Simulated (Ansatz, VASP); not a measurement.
One calculation of SnSe, two programs

Contents of INCAR:

```
PREC     = Accurate       # precision mode
ENCUT    = 520            # plane-wave cutoff, eV
EDIFF    = 1E-6           # SCF threshold, eV
ISMEAR   = -1             # smearing method
SIGMA    = 0.08           # smearing width, eV
LREAL    = F              # projectors in reciprocal space
LASPH    = T              # aspherical terms in the spheres
NELM     = 60             # most SCF steps
ALGO     = Normal         # electronic algorithm
ISIF     = 2              # what is computed and relaxed
LWAVE    = F              # write WAVECAR
LCHARG   = F              # write CHGCAR
GGA      = PE             # functional
NBANDS   = 28             # bands
```

Contents of KPOINTS:

```
regular mesh
0
Gamma
  9 9 5
```

File POSCAR:

```
SnSe
1.0
    4.7502645232      0.0000000000      0.0000000000
   -2.3751322616      4.1138497518      0.0000000000
    0.0000000000      0.0000000000      5.6962965050
Sn Se
2 2
Direct
    0.3333333333      0.6666666667     -0.0619191400
    0.6666666667      0.3333333333      0.4380808600
    0.3333333333      0.6666666667      0.4379191400
    0.6666666667      0.3333333333      0.9379191400
```

Input for Ansatz:

```yaml
crystal:
  lattice:
    - [4.7502645232, 0.0, 0.0]
    - [-2.3751322616, 4.1138497518, 0.0]
    - [0.0, 0.0, 5.696296505]
  atoms:
    - { symbol: Sn, position: [0.3333333333, 0.6666666667, -0.06191914] }
    - { symbol: Sn, position: [0.6666666667, 0.3333333333, 0.43808086] }
    - { symbol: Se, position: [0.3333333333, 0.6666666667, 0.43791914] }
    - { symbol: Se, position: [0.6666666667, 0.3333333333, 0.93791914] }
kpoints:
  mp_grid: { grid: [9, 9, 5] }
scf:
  occupations: { method: fermi_dirac, width: 0.08 }
hamiltonian:
  xc: pbe
  pseudopotentials: { kind: paw }
output:
  forces: true
  stress: true
  eigenvalues: true
  populations: true
  write_density: true
  write_potential: true
  elf: true
  volumetric_format: npy
```

Change from the starting cell: volume scaled by 0.8, PAW files.

Alike in both runs: task single point; functional PBE; k mesh 9 × 9 × 5; occupations fermi-dirac, width 0.08 eV; no spin polarisation.

```csv
,VASP,Ansatz
version,VASP 6.6.1,Ansatz 0.2.0
potentials or method,"VASP PAW PBE potentials, release 64 (Sn_d, Se)","PAW with Ansatz's default frozen-core files, scalar-relativistic"
plane-wave cutoff (eV),520,420
valence electrons in the cell,40,60
```

```csv
,VASP,Ansatz,Ansatz less VASP
pressure (GPa),12.3,12.2,-0.04
"traceless stress, the component that is largest in VASP (GPa)",0.05,0.05,-0.006
```

The functional is the same, so the differences come from potentials, cutoffs and numerics. VASP's potentials hold 40 valence electrons a cell and Ansatz's 60, so a difference there can come from the potentials and not from the codes.
